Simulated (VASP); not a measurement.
Write the native input for VASP 6.6.1 that does the following.

```
Task                   : single point
Functional             : PBE
Potentials or basis    : VASP PAW PBE potentials, release 64 (Ba_sv)
Cutoff                 : 520 eV
k mesh                 : 14 × 14 × 14
Occupations            : fermi-dirac, width 0.1 eV
Spin                   : no spin polarisation
Dipole correction      : no
Further INCAR settings : ALGO = Normal; EDIFF = 1e-06; NBANDS = 11
```

The structure of Ba lies in POSCAR:

```
Ba
1.0
    0.0000000000      3.2193970207      3.2193970207
    3.2193970207      0.0000000000      3.2193970207
    3.2193970207      3.2193970207      0.0000000000
Ba
1
Direct
    0.0000000000      0.0000000000      0.0000000000
```

This isn't the form of Ba at room conditions, which is bcc.

These files were run (other wordings do the same):

INCAR

```
SYSTEM = Ba
PREC = Accurate ; ENCUT = 520
EDIFF = 1E-6 ; ISMEAR = -1
SIGMA = 0.1 ; LREAL = .False.
LASPH = .True. ; NELM = 60
ALGO = Normal ; ISIF = 2
LWAVE = .False. ; LCHARG = .False.
GGA = PE ; NBANDS = 11
```

KPOINTS

```
regular mesh
0
Gamma
  14 14 14
  0 0 0
```

Potentials or basis: VASP PAW PBE potentials, release 64 (Ba_sv).

Launch:

```console
$ cat potpaw_PBE.64/Ba_sv/POTCAR > POTCAR
$ mpirun -np 1 vasp_std > vasp.out
```

It gave:

| Quantity | Value |
| --- | --- |
| Pressure | -0.3 GPa |
| Band gap on the k mesh | zero (bands 5 and 6 overlap by 0.19 eV) |

Caveat: spin-orbit coupling is left out, which moves the levels of the heavy elements.

Wall time 52 s on 1 thread of Intel Xeon 8259CL (shared host), peak memory 0.24 GiB.
